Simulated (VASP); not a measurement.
# GeSb2Te4 in VASP: single point with PBE

Aim: the single point of GeSb2Te4 with PBE.

Everything below comes from runs of VASP 6.6.1. Logs are shortened: lines on timing, memory, paths and dates and some standing lists are left out, and cuts for length are marked.

**1. The cell of the first run**

The cell holds a slab with vacuum, 7 atoms: a = 4.309 Å, b = 4.309 Å, c = 24.023 Å, α = 90.00°, β = 90.00°, γ = 120.00°.

**2. Single point, PBE**

INCAR reads:

```
SYSTEM = GeSb2Te4
ALGO = Normal
EDIFF = 1E-6
ENCUT = 520
GGA = PE
ISIF = 2
ISMEAR = 0
LASPH = .True.
LCHARG = .False.
LREAL = .False.
LWAVE = .False.
NBANDS = 33
NELM = 80
PREC = Accurate
SIGMA = 0.05
```

KPOINTS reads:

```
k-points
0
Gamma
  18 18 1
  0 0 0
```

POSCAR reads:

```
GeSb2Te4
1.0
    4.3094601600      0.0000000000      0.0000000000
   -2.1547300800      3.7321019800      0.0000000000
    0.0000000000      0.0000000000     24.0229565100
Ge Sb Te
1 2 4
Direct
    0.3333333300      0.6666666700      0.3296159700
    0.0000000000      0.0000000000      0.6583224800
    0.6666666700      0.3333333300      0.4930936800
    0.6666666700      0.3333333300      0.2705745200
    0.6666666700      0.3333333300      0.7294254800
    0.3333333300      0.6666666700      0.5741669800
    0.0000000000      0.0000000000      0.4208973300
```

Potentials or basis: VASP PAW PBE potentials, release 64 (Ge_d, Sb, Te).

On the command line:

```console
cat potpaw_PBE.64/Ge_d/POTCAR potpaw_PBE.64/Sb/POTCAR potpaw_PBE.64/Te/POTCAR > POTCAR
mpirun -np 1 vasp_std > vasp.out
```

OUTCAR:

```text
SYSTEM = GeSb2Te4
   EDIFF = 1E-6
   ENCUT = 520
   GGA = PE
   ISIF = 2
   ISMEAR = 0
   LASPH = .True.
   LREAL = .False.
   NELM = 80
   PREC = Accurate

 ion  position               nearest neighbor table
   1  0.333  0.667  0.330-   4 2.86   4 2.86   4 2.86
   2  0.000  0.000  0.658-   5 3.02   5 3.02   5 3.02   6 3.21   6 3.21   6 3.21
   3  0.667  0.333  0.493-   7 3.03   7 3.03   7 3.03   6 3.16   6 3.16   6 3.16
   4  0.667  0.333  0.271-   1 2.86   1 2.86   1 2.86
   5  0.667  0.333  0.729-   2 3.02   2 3.02   2 3.02
   6  0.333  0.667  0.574-   3 3.16   3 3.16   3 3.16   2 3.21   2 3.21   2 3.21
   7  0.000  0.000  0.421-   3 3.03   3 3.03   3 3.03

  LATTYP: Found a hexagonal cell.
 ALAT       =     4.3094601600
 C/A-ratio  =     5.5744700306

  Lattice vectors:

 A1 = (   4.3094601600,   0.0000000000,   0.0000000000)
 A2 = (  -2.1547300800,   3.7321019800,   0.0000000000)
 A3 = (   0.0000000000,   0.0000000000,  24.0229565100)

Analysis of symmetry for initial positions (statically):
=====================================================================
 Subroutine PRICEL returns:
 Original cell was already a primitive cell.

 Routine SETGRP: Setting up the symmetry group for a
 hexagonal supercell.

 Subroutine GETGRP returns: Found  6 space group operations
 (whereof  6 operations were pure point group operations)
 out of a pool of 24 trial point group operations.

The static configuration has the point symmetry C_3v.

Analysis of symmetry for dynamics (positions and initial velocities):
=====================================================================
 Subroutine PRICEL returns:
 Original cell was already a primitive cell.

 Routine SETGRP: Setting up the symmetry group for a
 hexagonal supercell.

 Subroutine GETGRP returns: Found  6 space group operations
 (whereof  6 operations were pure point group operations)
 out of a pool of 24 trial point group operations.

The dynamic configuration has the point symmetry C_3v.

 Subroutine INISYM returns: Found  6 space group operations
 (whereof  6 operations are pure point group operations),
 and found     1 'primitive' translations

----------------------------------------------------------------------------------------

                                     Primitive cell

  volume of cell :     386.3695

  direct lattice vectors                    reciprocal lattice vectors
[... 96 lines left out ...]
   NELM   =     80;   NELMIN=  2; NELMDL= -5     # of ELM steps
   EDIFF  = 0.1E-05   stopping-criterion for ELM
   LREAL  =      F    real-space projection
   EDIFFG = 0.1E-04   stopping-criterion for IOM
   NSW    =      0    number of steps for IOM
   IBRION =     -1    ionic relax: 0-MD 1-quasi-New 2-CG
   NFREE  =      0    steps in history (QN), initial steepest desc. (CG)
   ISIF   =      2    stress and relaxation
   ISYM   =      2    0-nonsym 1-usesym 2-fastsym
   POTIM  = 0.5000    time-step for ionic-motion
   TEBEG  =    0.0;   TEEND  =   0.0 temperature during run
   PSTRESS=    0.0 pullay stress
   NELECT =      48.0000    total number of electrons
   NUPDOWN=      -1.0000    fix difference up-down
   EMIN   =  10.00;   EMAX   =-10.00  energy-range for DOS
   EFERMI =   0.00;   METHOD = LEGACY
   ISMEAR =     0;   SIGMA  =   0.05  broadening in eV -4-tet -1-fermi 0-gaus
   EFERMI_NEDOS =   21; number of points for ismear=-14 and -15
   IALGO  =     38    algorithm
   IMIX   =      4    mixing-type and parameters
     AMIX     =   0.40;   BMIX     =  1.00
     AMIX_MAG =   1.60;   BMIX_MAG =  1.00
  volume/ion in A,a.u.               =      55.20       372.48
  Fermi-wavevector in a.u.,A,eV,Ry     =   0.816873  1.543665  9.078906  0.667281
  Thomas-Fermi vector in A             =   1.927219
   LORBIT       =      0    0 simple, 1 ext, 2 COOP (PROOUT), +10 PAW based schemes
   GGA     = PE    functional components
   LHFCALC =     F    Hartree Fock is set to
   AEXX    =    0.0000 exact exchange contribution
   IVDW    =     0    specifies the selected vdW correction
   LEPSILON=     F    determine dielectric tensor
   LRPA    =     F    only Hartree local field effects (RPA)
 non-spin polarized calculation
 Gauss-broadening in eV      SIGMA  =   0.05
  energy-cutoff  :      520.00
  volume of cell :      386.37
 maximum number of plane-waves:     10436
   NGX = 17   NGY = 17   NGZ = 89

 number of electron      48.0000003 magnetization

 Free energy of the ion-electron system (eV)
  ---------------------------------------------------
  ext. energy  EPLUGINS =         0.00000000
  ---------------------------------------------------
  free energy    TOTEN  =       -26.04139346 eV

  energy without entropy =      -26.04138185  energy(sigma->0) =      -26.04138765

 E-fermi :   1.3767     XC(G=0):  -5.8839

 val. band max:        1.2588634320   @ k =   0.1111   0.0556   0.0000
 cond. band min:       1.4612747924   @ k =   0.0000   0.0000   0.0000
 fundamental gap:      0.2024113604
 Fermi energy:         1.3766836408

 k-point     1 :       0.0000    0.0000    0.0000
  band No.  band energies     occupation
      1     -23.1234      2.00000
      2     -23.1233      2.00000
      3     -23.1121      2.00000
      4     -23.1120      2.00000
      5     -23.1074      2.00000
      6     -11.6965      2.00000
[... 853 lines left out ...]
     32       4.8120      0.00000
     33       5.1894      0.00000

 [... further k-points ...]
[... 5 lines left out ...]
  --------------------------------------------------------------------------------------
  -------------------------------------------------------------------------------------
  Total       -0.8649365     -0.8649365      0.2562185     -0.0000000      0.0000000      0.0000000
  in kB       -3.5866746     -3.5866746      1.0624740     -0.0000000      0.0000000      0.0000000
  external PRESSURE =      -2.0369584 kB  Pullay stress =       0.0000000 kB

 VOLUME and BASIS-vectors are now :
 -----------------------------------------------------------------------------
  energy-cutoff  :      520.00
  volume of cell :      386.37
      direct lattice vectors                 reciprocal lattice vectors
     4.309460160  0.000000000  0.000000000     0.232047626  0.133972759  0.000000000
    -2.154730080  3.732101980  0.000000000     0.000000000  0.267945518  0.000000000
     0.000000000  0.000000000 24.022956510     0.000000000  0.000000000  0.041626850

 POSITION                                       TOTAL-FORCE (eV/Angst)
 -----------------------------------------------------------------------------------
     -0.00000      2.48807      7.91835         0.000000     -0.000000     -0.126899
      0.00000      0.00000     15.81485        -0.000000      0.000000      0.011226
      2.15473      1.24403     11.84557        -0.000000      0.000000     -0.183776
      2.15473      1.24403      6.50000        -0.000000     -0.000000      0.100625
      2.15473      1.24403     17.52296        -0.000000      0.000000     -0.016536
     -0.00000      2.48807     13.79319        -0.000000      0.000000      0.202155
      0.00000      0.00000     10.11120        -0.000000      0.000000      0.013206
 -----------------------------------------------------------------------------------
    total drift:                                0.000008     -0.000005      0.001060

  FREE ENERGIE OF THE ION-ELECTRON SYSTEM (eV)
  ---------------------------------------------------
  free  energy   TOTEN  =       -26.0413934609 eV

  energy  without entropy=      -26.0413818479  energy(sigma->0) =      -26.04138765
```

OSZICAR:

```text
N       E                     dE             d eps       ncg     rms          rms(c)
DAV:   1     0.341179994333E+03    0.34118E+03   -0.17769E+04  2548   0.137E+03
DAV:   2     0.243525403137E+02   -0.31683E+03   -0.30055E+03  2811   0.269E+02
DAV:   3    -0.233460837707E+02   -0.47699E+02   -0.45769E+02  3137   0.115E+02
DAV:   4    -0.261731904122E+02   -0.28271E+01   -0.27860E+01  3124   0.303E+01
DAV:   5    -0.263144037853E+02   -0.14121E+00   -0.14099E+00  3737   0.670E+00    0.866E+00
DAV:   6    -0.260819355666E+02    0.23247E+00   -0.22181E-01  3319   0.551E+00    0.645E+00
DAV:   7    -0.262826446050E+02   -0.20071E+00   -0.25375E-01  3228   0.642E+00    0.236E+00
DAV:   8    -0.260655301194E+02    0.21711E+00   -0.11381E-01  3302   0.586E+00    0.763E-01
DAV:   9    -0.260383548055E+02    0.27175E-01   -0.10601E-01  2808   0.221E+00    0.509E-01
DAV:  10    -0.260419523782E+02   -0.35976E-02   -0.45641E-02  2865   0.776E-01    0.453E-01
DAV:  11    -0.260415341988E+02    0.41818E-03   -0.16439E-03  3757   0.204E-01    0.401E-01
DAV:  12    -0.260415120875E+02    0.22111E-04   -0.43272E-04  2899   0.950E-02    0.203E-01
DAV:  13    -0.260413604786E+02    0.15161E-03   -0.53600E-04  2897   0.105E-01    0.749E-02
DAV:  14    -0.260413904382E+02   -0.29960E-04   -0.17946E-04  3083   0.502E-02    0.917E-02
DAV:  15    -0.260413934942E+02   -0.30560E-05   -0.86170E-06  3404   0.129E-02    0.920E-02
DAV:  16    -0.260413934609E+02    0.33265E-07   -0.14121E-07  1554   0.214E-03
   1 F= -.26041393E+02 E0= -.26041388E+02  d E =-.116130E-04
```

stdout:

```text
POSCAR found type information on POSCAR GeSbTe
 POSCAR found :  3 types and       7 ions
 scaLAPACK will be used
 LDA part: xc-table for (Slater+PW92), standard interpolation
 POSCAR, INCAR and KPOINTS ok, starting setup
 FFT: planning ... GRIDC
 FFT: planning ... GRID_SOFT
 FFT: planning ... GRID
 WAVECAR not read
 entering main loop
```

Run time: 13 min. Hardware: 1 thread of Oxide Virtual Turin-like, shared host; peak memory 0.73 GiB.

What came out:

| Quantity | Value |
| --- | --- |
| Free energy | -26.0414 eV |
| Largest force | 0.202 eV/Å |
| Band gap on the k mesh | 0.20 eV (least direct gap 0.45 eV) |

Forces in eV/Å, atoms in the order of the input:
```
Ge   0.000  0.000 -0.127
Sb   0.000  0.000  0.011
Sb   0.000  0.000 -0.184
Te   0.000  0.000  0.101
Te   0.000  0.000 -0.017
Te   0.000  0.000  0.202
Te   0.000  0.000  0.013
```

Levels at points of the mesh, in eV from the valence-band top:
```csv
k point,band 21,band 22,band 23,band 24,band 25,band 26,band 27,band 28
"(0.00, 0.00, 0.00)",-0.95,-0.95,-0.83,-0.31,0.20,0.56,0.56,1.52
"(0.50, 0.00, 0.00)",-1.71,-1.42,-1.33,-0.77,0.67,1.19,1.31,2.07
```

Caveat: there is no dipole correction, which matters where the two faces differ; semilocal functionals underestimate gaps, and a narrow one can read as zero; spin-orbit coupling is left out, which moves the levels of the heavy elements.
